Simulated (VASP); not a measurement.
Set up this calculation in VASP 6.6.1, as the native input.

```
Task                   : relaxation of cell and atoms
Functional             : LDA
Potentials or basis    : VASP PAW LDA potentials, release 64 (Be, Te)
Cutoff                 : 600 eV
k mesh                 : 4 × 4 × 4
Occupations            : fermi-dirac, width 0.02 eV
Spin                   : no spin polarisation
Dipole correction      : no
Further INCAR settings : ALGO = Normal; EDIFF = 1e-07; IBRION = 2; EDIFFG = -0.01; NSW = 80; ISIF = 3
```

The structure of BeTe lies in POSCAR:

```
BeTe
1.0
    0.0000000000      2.7838497369      2.7838497369
    2.7838497369      0.0000000000      2.7838497369
    2.7838497369      2.7838497369      0.0000000000
Be Te
1 1
Direct
    0.0000000000      0.0000000000      0.0000000000
    0.2500000000      0.2500000000      0.2500000000
```

The input as run:

INCAR

```
  PREC = Accurate
  ENCUT = 600
  EDIFF = 1E-7
  ISMEAR = -1
  SIGMA = 0.02
  LREAL = F
  LASPH = T
  NELM = 120
  ALGO = Normal
  ISIF = 3
  LWAVE = F
  LCHARG = F
  GGA = CA
  IBRION = 2
  NSW = 80
  EDIFFG = -0.01
  GGA_COMPAT = F
  NELMIN = 4
```

KPOINTS

```
Automatic mesh
0
Gamma
  4 4 4
```

Potentials or basis: VASP PAW LDA potentials, release 64 (Be, Te).

Run with:

```sh
$ cat potpaw_LDA.64/Be/POTCAR potpaw_LDA.64/Te/POTCAR > POTCAR
$ mpirun -np 1 vasp_std > vasp.out
```

It gave:

| Property | Result |
| --- | --- |
| Relaxed volume | 21.70 Å³/atom |
| Relaxed cell | a = 3.944 Å, b = 3.944 Å, c = 3.944 Å, α = 60.00°, β = 60.00°, γ = 60.00° |
| Space group after relaxing (to 0.05 Å) | F-43m (No. 216) |
| Energy gained by relaxing | 0.1 meV/atom |
| Ionic steps | 2 |
| Pressure after relaxing | -0.1 GPa |
| Band gap on the k mesh | 1.78 eV, indirect (least direct gap 3.55 eV) |

Caveat: the k points lie up to 0.49 Å⁻¹ apart in the final cell; spin-orbit coupling is left out, which moves the levels of the heavy elements.

It took 6.4 s on 1 thread of AMD EPYC 7R43 64-Core Processor (Zen 3), with other jobs on the host, peak memory 0.12 GiB.
